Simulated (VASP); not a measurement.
Wanted: the native input for a VASP 6.6.1 run.

| Item | Value |
| --- | --- |
| Task | electric field gradients |
| Functional | LDA |
| Potentials or basis | VASP PAW LDA potentials, release 64 (Pb_d) |
| Cutoff | 520 eV |
| k mesh | 8 × 8 × 8 |
| Occupations | fermi-dirac, width 0.05 eV |
| Spin | no spin polarisation |
| Dipole correction | no |
| Further INCAR settings | ALGO = Normal; EDIFF = 1e-08; NBANDS = 21 |

The structure of Pb lies in POSCAR:

```
Pb
1.0
    0.0000000000      3.3807006564      3.3807006564
    3.3807006564      0.0000000000      3.3807006564
    3.3807006564      3.3807006564      0.0000000000
Pb
2
Direct
    0.0000000000      0.0000000000      0.0000000000
    0.2500000000      0.2500000000      0.2500000000
```

This cell differs from its parent crystal: volume scaled by 0.95.

One way to write it, as run:

INCAR

```
ALGO = Normal ; EDIFF = 1E-8
ENCUT = 520 ; GGA = CA
ISIF = 2 ; ISMEAR = -1
LASPH = T ; LCHARG = F
LEFG = T ; LREAL = F
LWAVE = F ; NBANDS = 21
NELM = 100 ; PREC = Accurate
SIGMA = 0.05
```

KPOINTS

```
k-points
0
Gamma
  8 8 8
```

Potentials or basis: VASP PAW LDA potentials, release 64 (Pb_d).

The run is started by

```sh
$ cat potpaw_LDA.64/Pb_d/POTCAR > POTCAR
$ mpirun -np 1 vasp_std > vasp.out
```

It gave:

```
Pressure               : 1.1 GPa
Band gap on the k mesh : zero (band 14 reaches 4.96 eV, above the bottom of band 15 at 3.72 eV)
```

Caveat: without QUAD_EFG the Cq values of the log hold for a quadrupole moment of 1 mb, not for the nuclei; spin-orbit coupling is left out, which moves the levels of the heavy elements.

Run time: 24 s on 1 thread of AMD EPYC 9R45 96-Core Processor (Zen 5), with other jobs on the host, peak memory 0.15 GiB.
